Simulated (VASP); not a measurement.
# Ga (Fm-3m) in VASP: further runs

Ga is run at these levels: PBE; tasks: single point.

All numbers are computed with VASP 6.6.1; they aren't measurements. Logs are shortened: lines on timing, memory, paths and dates and some standing lists are left out, and cuts for length are marked.

### 1 The cell of the first run

Symmetry: Fm-3m, No. 225, cubic system. Conventional cell: a = 4.280 Å, b = 4.280 Å, c = 4.280 Å, α = 90.00°, β = 90.00°, γ = 90.00°. Within 4.0 Å of Ga (site symmetry m-3m) lie 12 Ga at 3.03 Å.

### 2 Single point, PBE

File INCAR:

```
PREC = Accurate ; ENCUT = 500
EDIFF = 1E-6 ; ISMEAR = 0
SIGMA = 0.05 ; LREAL = F
LASPH = T ; NELM = 120
ALGO = Normal ; ISIF = 2
LWAVE = F ; LCHARG = F
GGA = PE ; NBANDS = 12
GGA_COMPAT = F
```

File KPOINTS:

```
Automatic mesh
0
Gamma
  8 8 8
```

File POSCAR:

```
Ga
1.0
    0.0000000000      2.1397920650      2.1397920650
    2.1397920650      0.0000000000      2.1397920650
    2.1397920650      2.1397920650      0.0000000000
Ga
1
Direct
    0.0000000000      0.0000000000      0.0000000000
```

Potentials or basis: VASP PAW PBE potentials, release 64 (Ga_d).

Started as:

```sh
> cat potpaw_PBE.64/Ga_d/POTCAR > POTCAR
> mpirun -np 1 vasp_std > vasp.out
```

OUTCAR:

```text
PREC = Accurate
   ENCUT = 500
   EDIFF = 1E-6
   ISMEAR = 0
   LREAL = F
   LASPH = T
   NELM = 120
   ISIF = 2
   GGA = PE

 ion  position               nearest neighbor table
   1  0.000  0.000  0.000-

  LATTYP: Found a face centered cubic cell.
 ALAT       =     4.2795841300

  Lattice vectors:

 A1 = (   0.0000000000,   2.1397920650,   2.1397920650)
 A2 = (   2.1397920650,   0.0000000000,   2.1397920650)
 A3 = (   2.1397920650,   2.1397920650,   0.0000000000)

Analysis of symmetry for initial positions (statically):
=====================================================================
 Subroutine PRICEL returns:
 Original cell was already a primitive cell.

 Routine SETGRP: Setting up the symmetry group for a
 face centered cubic supercell.

 Subroutine GETGRP returns: Found 48 space group operations
 (whereof 48 operations were pure point group operations)
 out of a pool of 48 trial point group operations.

The static configuration has the point symmetry O_h .

Analysis of symmetry for dynamics (positions and initial velocities):
=====================================================================
 Subroutine PRICEL returns:
 Original cell was already a primitive cell.

 Routine SETGRP: Setting up the symmetry group for a
 face centered cubic supercell.

 Subroutine GETGRP returns: Found 48 space group operations
 (whereof 48 operations were pure point group operations)
 out of a pool of 48 trial point group operations.

The dynamic configuration has the point symmetry O_h .

 Subroutine INISYM returns: Found 48 space group operations
 (whereof 48 operations are pure point group operations),
 and found     1 'primitive' translations

----------------------------------------------------------------------------------------

                                     Primitive cell

  volume of cell :      19.5950

  direct lattice vectors                    reciprocal lattice vectors
     0.000000000  2.139792065  2.139792065    -0.233667564  0.233667564  0.233667564
     2.139792065  0.000000000  2.139792065     0.233667564 -0.233667564  0.233667564
     2.139792065  2.139792065  0.000000000     0.233667564  0.233667564 -0.233667564

  length of vectors
     3.026122959  3.026122959  3.026122959     0.404724093  0.404724093  0.404724093

  position of ions in fractional coordinates (direct lattice)
     0.000000000  0.000000000  0.000000000

  ion indices of the primitive-cell ions
   primitive index   ion index
                 1           1

----------------------------------------------------------------------------------------

 KPOINTS: Automatic mesh

Automatic generation of k-mesh.
 Grid dimensions read from file:
 generate k-points for:    8    8    8

 Generating k-lattice:

  Cartesian coordinates                     Fractional coordinates (reciprocal lattice)
    -0.029208446  0.029208446  0.029208446     0.125000000  0.000000000  0.000000000
     0.029208446 -0.029208446  0.029208446     0.000000000  0.125000000  0.000000000
     0.029208446  0.029208446 -0.029208446     0.000000000  0.000000000  0.125000000

  Length of vectors
     0.050590512  0.050590512  0.050590512

  Shift w.r.t. Gamma in fractional coordinates (k-lattice)
     0.000000000  0.000000000  0.000000000

 Subroutine IBZKPT returns following result:
 ===========================================

 Found     29 irreducible k-points:

 Following reciprocal coordinates:
            Coordinates               Weight
  0.000000  0.000000  0.000000      1.000000
  0.125000  0.000000  0.000000      8.000000
  0.250000  0.000000  0.000000      8.000000
  0.375000  0.000000  0.000000      8.000000
  0.500000  0.000000  0.000000      4.000000
  0.125000  0.125000  0.000000      6.000000
[... 16 lines left out ...]
  0.500000  0.250000  0.125000     48.000000
 -0.375000  0.250000  0.125000     24.000000
 [... further k-points ...]
   k-points           NKPTS =     29   k-points in BZ     NKDIM =     29   number of bands    NBANDS=     12
   number of dos      NEDOS =    301   number of ions     NIONS =      1
   total plane-waves  NPLWV =  13824
   dimension x,y,z NGX =    24 NGY =   24 NGZ =   24
   dimension x,y,z NGXF=    48 NGYF=   48 NGZF=   48
   ions per type =               1
   NGX,Y,Z   is equivalent  to a cutoff of  13.18, 13.18, 13.18 a.u.
   NGXF,Y,Z  is equivalent  to a cutoff of  26.37, 26.37, 26.37 a.u.
 SYSTEM =  unknown system
   PREC   = accura    normal or accurate (medium, high low for compatibility)
   ISTART =      0    job   : 0-new  1-cont  2-samecut
   ICHARG =      2    charge: 1-file 2-atom 10-const
   ISPIN  =      1    spin polarized calculation?
   LNONCOLLINEAR =      F non collinear calculations
   LSORBIT =      F    spin-orbit coupling
   LASPH  =      T    aspherical Exc in radial PAW
   ENCUT  =  500.0 eV  36.75 Ry    6.06 a.u.   5.52  5.52  5.52*2*pi/ulx,y,z
   NELM   =    120;   NELMIN=  2; NELMDL= -5     # of ELM steps
   EDIFF  = 0.1E-05   stopping-criterion for ELM
   LREAL  =      F    real-space projection
   EDIFFG = 0.1E-04   stopping-criterion for IOM
   NSW    =      0    number of steps for IOM
   IBRION =     -1    ionic relax: 0-MD 1-quasi-New 2-CG
   NFREE  =      0    steps in history (QN), initial steepest desc. (CG)
   ISIF   =      2    stress and relaxation
   ISYM   =      2    0-nonsym 1-usesym 2-fastsym
   POTIM  = 0.5000    time-step for ionic-motion
   TEBEG  =    0.0;   TEEND  =   0.0 temperature during run
   PSTRESS=    0.0 pullay stress
   NELECT =      13.0000    total number of electrons
   NUPDOWN=      -1.0000    fix difference up-down
   EMIN   =  10.00;   EMAX   =-10.00  energy-range for DOS
   EFERMI =   0.00;   METHOD = LEGACY
   ISMEAR =     0;   SIGMA  =   0.05  broadening in eV -4-tet -1-fermi 0-gaus
   EFERMI_NEDOS =   21; number of points for ismear=-14 and -15
   IALGO  =     38    algorithm
   IMIX   =      4    mixing-type and parameters
     AMIX     =   0.40;   BMIX     =  1.00
     AMIX_MAG =   1.60;   BMIX_MAG =  1.00
  volume/ion in A,a.u.               =      19.59       132.23
  Fermi-wavevector in a.u.,A,eV,Ry     =   1.427823  2.698194 27.737906  2.038679
  Thomas-Fermi vector in A             =   2.547951
   LORBIT       =      0    0 simple, 1 ext, 2 COOP (PROOUT), +10 PAW based schemes
   GGA     = PE    functional components
   LHFCALC =     F    Hartree Fock is set to
   AEXX    =    0.0000 exact exchange contribution
   IVDW    =     0    specifies the selected vdW correction
   LEPSILON=     F    determine dielectric tensor
   LRPA    =     F    only Hartree local field effects (RPA)
 non-spin polarized calculation
 Gauss-broadening in eV      SIGMA  =   0.05
  energy-cutoff  :      500.00
  volume of cell :       19.59
 maximum number of plane-waves:       531
 NGX is ok and might be reduce to    24
   NGX = 11   NGY = 11   NGZ = 11

 number of electron      13.0000004 magnetization

 Free energy of the ion-electron system (eV)
  ---------------------------------------------------
  ext. energy  EPLUGINS =         0.00000000
  ---------------------------------------------------
  free energy    TOTEN  =        -2.85988181 eV

  energy without entropy =       -2.85954954  energy(sigma->0) =       -2.85971568

 E-fermi :   5.3965     XC(G=0): -10.8322

 val. band max:        5.0973535157   @ k =   0.5000   0.3750   0.0000
 cond. band min:       5.4685052248   @ k =   0.5000   0.2500   0.1250
 fundamental gap:      0.3711517091
 Fermi energy:         5.3964921186

 k-point     1 :       0.0000    0.0000    0.0000
  band No.  band energies     occupation
      1      -9.6563      2.00000
      2      -9.6563      2.00000
      3      -9.6563      2.00000
      4      -9.5474      2.00000
      5      -9.5474      2.00000
      6      -5.5468      2.00000
      7      17.0173      0.00000
      8      17.0173      0.00000
      9      17.0173      0.00000
     10      20.8385      0.00000
     11      20.9575      0.00000
     12      20.9575      0.00000

 k-point     2 :       0.1250    0.0000    0.0000
  band No.  band energies     occupation
      1      -9.6614      2.00000
      2      -9.6414      2.00000
      3      -9.6414      2.00000
      4      -9.5481      2.00000
      5      -9.5481      2.00000
      6      -5.1557      2.00000
      7      13.5070      0.00000
      8      16.3723      0.00000
      9      16.3723      0.00000
     10      19.4566      0.00000
     11      22.0591      0.00000
     12      22.0591      0.00000

 k-point     3 :       0.2500    0.0000    0.0000
  band No.  band energies     occupation
      1      -9.6805      2.00000
      2      -9.6303      2.00000
      3      -9.6303      2.00000
      4      -9.5247      2.00000
      5      -9.5247      2.00000
      6      -3.9705      2.00000
      7       8.7127      0.00000
      8      15.4682      0.00000
      9      15.4682      0.00000
     10      19.0495      0.00000
     11      21.5750      0.00000
     12      21.5750      0.00000
[... 286 lines left out ...]
 k-point    23 :       0.5000    0.2500    0.1250
  band No.  band energies     occupation
      1      -9.6858      2.00000
      2      -9.6539      2.00000
      3      -9.5838      2.00000
      4      -9.5266      2.00000
      5      -9.4727      2.00000
      6      -0.9557      2.00000
      7       5.4685      0.04167
      8       9.3759      0.00000
      9      11.8301      0.00000
     10      18.0832      0.00000
     11      20.7205      0.00000
     12      22.8508      0.00000

 k-point    24 :      -0.3750    0.2500    0.1250
  band No.  band energies     occupation
      1      -9.6724      2.00000
      2      -9.6716      2.00000
      3      -9.5716      2.00000
      4      -9.5358      2.00000
      5      -9.4586      2.00000
      6       1.2289      2.00000
      7       2.5474      2.00000
      8       9.5101      0.00000
      9      10.9467      0.00000
     10      18.0291      0.00000
     11      20.3770      0.00000
     12      26.1524      0.00000

 [... further k-points ...]

------------------------ aborting loop because EDIFF is reached ----------------------------------------

  FORCE on cell =-STRESS in cart. coord.  units (eV):
  Direction    XX          YY          ZZ          XY          YZ          ZX
  --------------------------------------------------------------------------------------
  -------------------------------------------------------------------------------------
  Total       -0.1654848     -0.1654848     -0.1654848      0.0000000      0.0000000      0.0000000
  in kB      -13.5308182    -13.5308182    -13.5308182      0.0000000      0.0000000      0.0000000
  external PRESSURE =     -13.5308182 kB  Pullay stress =       0.0000000 kB

 VOLUME and BASIS-vectors are now :
 -----------------------------------------------------------------------------
  energy-cutoff  :      500.00
  volume of cell :       19.59
      direct lattice vectors                 reciprocal lattice vectors
     0.000000000  2.139792065  2.139792065    -0.233667564  0.233667564  0.233667564
     2.139792065  0.000000000  2.139792065     0.233667564 -0.233667564  0.233667564
     2.139792065  2.139792065  0.000000000     0.233667564  0.233667564 -0.233667564

 POSITION                                       TOTAL-FORCE (eV/Angst)
 -----------------------------------------------------------------------------------
      0.00000      0.00000      0.00000         0.000000      0.000000     -0.000000
 -----------------------------------------------------------------------------------
    total drift:                               -0.000000      0.000000     -0.000000

  FREE ENERGIE OF THE ION-ELECTRON SYSTEM (eV)
  ---------------------------------------------------
  free  energy   TOTEN  =        -2.8598818122 eV

  energy  without entropy=       -2.8595495396  energy(sigma->0) =       -2.85971568
```

It took 3.3 s on 1 thread of Intel Xeon 6975P-C, shared host; peak memory 0.14 GiB.

Results:

| Quantity | Value |
| --- | --- |
| Free energy | -2.8599 eV |
| Pressure | -1.4 GPa |

### 3 Single point, PBE

This run uses another cell than the first one, of 19.42 Å³/atom, 0.991 times its volume.

INCAR is that of step 2.

KPOINTS is that of step 2.

File POSCAR:

```
Ga
1.0
    0.0000000000      2.1332390825      2.1332390825
    2.1332390825      0.0000000000      2.1332390825
    2.1332390825      2.1332390825      0.0000000000
Ga
1
Direct
    0.0000000000      0.0000000000      0.0000000000
```

Potentials or basis: VASP PAW PBE potentials, release 64 (Ga_d).

Started as:

```sh
> cat potpaw_PBE.64/Ga_d/POTCAR > POTCAR
> mpirun -np 1 vasp_std > vasp.out
```

OUTCAR:

```text
PREC = Accurate
   ENCUT = 500
   EDIFF = 1E-6
   ISMEAR = 0
   LREAL = F
   LASPH = T
   NELM = 120
   ISIF = 2
   GGA = PE

 ion  position               nearest neighbor table
   1  0.000  0.000  0.000-

  LATTYP: Found a face centered cubic cell.
 ALAT       =     4.2664781650

  Lattice vectors:

 A1 = (   0.0000000000,   2.1332390825,   2.1332390825)
 A2 = (   2.1332390825,   0.0000000000,   2.1332390825)
 A3 = (   2.1332390825,   2.1332390825,   0.0000000000)
[... 538 lines left out ...]
     11      20.5469      0.00000
     12      26.3751      0.00000

 [... further k-points ...]

------------------------ aborting loop because EDIFF is reached ----------------------------------------

  FORCE on cell =-STRESS in cart. coord.  units (eV):
  Direction    XX          YY          ZZ          XY          YZ          ZX
  --------------------------------------------------------------------------------------
  -------------------------------------------------------------------------------------
  Total       -0.1134841     -0.1134841     -0.1134841      0.0000000      0.0000000     -0.0000000
  in kB       -9.3647672     -9.3647672     -9.3647672      0.0000000      0.0000000     -0.0000000
  external PRESSURE =      -9.3647672 kB  Pullay stress =       0.0000000 kB

 VOLUME and BASIS-vectors are now :
 -----------------------------------------------------------------------------
  energy-cutoff  :      500.00
  volume of cell :       19.42
      direct lattice vectors                 reciprocal lattice vectors
     0.000000000  2.133239082  2.133239082    -0.234385355  0.234385355  0.234385355
     2.133239082  0.000000000  2.133239082     0.234385355 -0.234385355  0.234385355
     2.133239082  2.133239082  0.000000000     0.234385355  0.234385355 -0.234385355

 POSITION                                       TOTAL-FORCE (eV/Angst)
 -----------------------------------------------------------------------------------
      0.00000      0.00000      0.00000         0.000000     -0.000000      0.000000
 -----------------------------------------------------------------------------------
    total drift:                               -0.000000      0.000000     -0.000000

  FREE ENERGIE OF THE ION-ELECTRON SYSTEM (eV)
  ---------------------------------------------------
  free  energy   TOTEN  =        -2.8611036050 eV

  energy  without entropy=       -2.8607713356  energy(sigma->0) =       -2.86093747
```

OSZICAR:

```text
N       E                     dE             d eps       ncg     rms          rms(c)
DAV:   1     0.396463852720E+02    0.39646E+02   -0.65209E+03   788   0.179E+03
DAV:   2    -0.909434335209E+00   -0.40556E+02   -0.39464E+02   752   0.245E+02
DAV:   3    -0.286982670747E+01   -0.19604E+01   -0.19582E+01   800   0.441E+01
DAV:   4    -0.288625251023E+01   -0.16426E-01   -0.16424E-01   816   0.434E+00
DAV:   5    -0.288645931009E+01   -0.20680E-03   -0.20680E-03   844   0.468E-01    0.793E-01
DAV:   6    -0.286629259182E+01    0.20167E-01   -0.31554E-02   852   0.350E+00    0.409E-01
DAV:   7    -0.286160134928E+01    0.46912E-02   -0.63723E-03   988   0.130E+00    0.113E-01
DAV:   8    -0.286109862416E+01    0.50273E-03   -0.61087E-04   860   0.444E-01    0.880E-03
DAV:   9    -0.286110317106E+01   -0.45469E-05   -0.61704E-06   952   0.345E-02    0.303E-03
DAV:  10    -0.286110360501E+01   -0.43395E-06   -0.18150E-07   556   0.620E-03
   1 F= -.28611036E+01 E0= -.28609375E+01  d E =-.332269E-03
```

stdout:

```text
POSCAR found type information on POSCAR Ga
 POSCAR found :  1 types and       1 ions
 scaLAPACK will be used
 LDA part: xc-table for (Slater+PW92), standard interpolation
 POSCAR, INCAR and KPOINTS ok, starting setup
 FFT: planning ... GRIDC
 FFT: planning ... GRID_SOFT
 FFT: planning ... GRID
 WAVECAR not read
 entering main loop
```

Run time: 3.4 s. Hardware: 1 thread of Intel Xeon 6975P-C, shared host; peak memory 0.13 GiB.

Results:

```yaml
Free_energy: -2.8611 eV
Pressure: -0.9 GPa
```

### 4 Single point, PBE

This run uses another cell than the first one, of 19.03 Å³/atom, 0.971 times its volume.

File INCAR:

```
PREC = Accurate
ENCUT = 500
EDIFF = 1E-6
ISMEAR = 0
SIGMA = 0.05
LREAL = False
LASPH = True
NELM = 120
ALGO = Normal
ISIF = 2
LWAVE = False
LCHARG = False
GGA = PE
NBANDS = 12
GGA_COMPAT = False
```

File KPOINTS:

```
regular mesh
0
Gamma
  8 8 8
```

File POSCAR:

```
Ga
1.0
    0.0000000000      2.1191494538      2.1191494538
    2.1191494538      0.0000000000      2.1191494538
    2.1191494538      2.1191494538      0.0000000000
Ga
1
Direct
    0.0000000000      0.0000000000      0.0000000000
```

Started as:

```sh
> cat potpaw_PBE.64/Ga_d/POTCAR > POTCAR
> mpirun -np 1 vasp_std > vasp.out
```

It took 4.5 s on 1 thread of Intel Xeon 6975P-C, shared host; peak memory 0.13 GiB.

It converged, with:

* Free energy: -2.8621 eV
* Pressure: 0.0 GPa

Levels at points of the mesh, in eV from the Fermi level:
| k point | band 2 | band 3 | band 4 | band 5 | band 6 | band 7 | band 8 | band 9 | band 10 | band 11 |
| --- | --- | --- | --- | --- | --- | --- | --- | --- | --- | --- |
| (0.00, 0.00, 0.00) | -15.09 | -15.09 | -14.97 | -14.97 | -11.17 | 11.93 | 11.93 | 11.93 | 15.59 | 15.81 |
| (0.50, 0.00, 0.00) | -15.08 | -15.08 | -14.87 | -14.87 | -5.14 | -4.12 | 9.59 | 9.59 | 14.26 | 14.26 |
| (0.50, 0.50, 0.00) | -15.19 | -14.87 | -14.84 | -14.84 | -2.70 | -2.55 | 4.71 | 4.71 | 8.16 | 8.24 |

### 5 Overview

| cell | gap on the mesh (eV) | pressure (GPa) |
| --- | --- | --- |
| a = 3.026 Å, angles 60.0°, 1 atom | none | -1.4 |
| a = 3.017 Å, angles 60.0°, 1 atom | none | -0.9 |
| a = 2.997 Å, angles 60.0°, 1 atom | none | 0.0 |

Alike in all rows: task single point; level PBE; potentials or basis VASP PAW PBE potentials, release 64 (Ga_d); no spin polarisation; k mesh 8 × 8 × 8; cutoff (eV) 500; smearing gaussian 0.05 eV.

Absolute energies hang on the potentials; compare differences alone.
